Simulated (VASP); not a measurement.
Crystal: Ni.

```
Ni
1.0
     0.00000    1.76194    1.76194
     1.76194    0.00000    1.76194
     1.76194    1.76194    0.00000
Ni
1
Direct
  0.00000 0.00000 0.00000
```

- Program: VASP 6.6.1
- Task: relaxation of cell and atoms
- Functional: revPBE
- Dispersion: D3(BJ)
- Potentials or basis: VASP PAW PBE potentials, release 64 (Ni)
- Cutoff: 600 eV
- k mesh: 15 × 15 × 15
- Occupations: fermi-dirac, width 0.05 eV
- Spin: collinear spin, ferromagnetic start
- Starting moments: [1.5] μB

At the start: pressure -9.9 GPa; volume 10.94 Å³/atom.

Q: Where does the relaxation end?

A: Over 3 steps the energy falls by 18.6 meV/atom and the volume is 10.38 Å³/atom (-5.1 %); space group Fm-3m (No. 225, to 0.1 Å) before and after; moment 0.64 μB per cell.

The path:
```tsv
step	energy change (eV)	largest force (eV/Å)	pressure (GPa)	volume (Å³)
1	0.0000	0.0000	-9.93	10.94
2	-0.0016	0.0000	11.91	9.90
3	-0.0186	0.0000	0.01	10.38
```

Final structure:
```xyz
1
Lattice="0.0000 1.7315 1.7315 1.7315 0.0000 1.7315 1.7315 1.7315 0.0000" Properties=species:S:1:pos:R:3 pbc="T T T"
Ni    0.0000    0.0000    0.0000
```

Caveat: the PAW data sets were made with another functional, which shifts forces and pressure a little.
